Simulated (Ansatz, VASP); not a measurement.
BN: VASP beside Ansatz

```
CELL_PARAMETERS angstrom
0.00000 1.73263 1.73263
1.73263 0.00000 1.73263
1.73263 1.73263 0.00000
ATOMIC_POSITIONS crystal
B 0.00000 0.00000 0.00000
N 0.25000 0.25000 0.25000
```

Change from the starting cell: hydrostatic strain -4.0%.

Alike in both runs: task single point; functional PBE; k mesh 12 × 12 × 12; occupations fermi-dirac, width 0.02 eV; no spin polarisation.

|  | VASP | Ansatz |
| --- | --- | --- |
| version | VASP 6.6.1 | Ansatz 0.2.0 |
| potentials or method | VASP PAW PBE potentials, release 64 (B, N) | plane waves, PAW |
| plane-wave cutoff (eV) | 520 | 420 |
| valence electrons in the cell | 8 | 8 |

|  | VASP | Ansatz | Ansatz less VASP |
| --- | --- | --- | --- |
| gap on the k mesh at the Fermi level (eV) | 4.58 | 4.60 | +0.016 |
| pressure (GPa) | 64.8 | 64.1 | -0.69 |

Both programs put the cell under a high pressure, so it lies far from rest at this level. With one functional, cell and mesh, what is left measures potentials, basis and numerics.

Noted on VASP's run: the cell as given lies far from equilibrium.
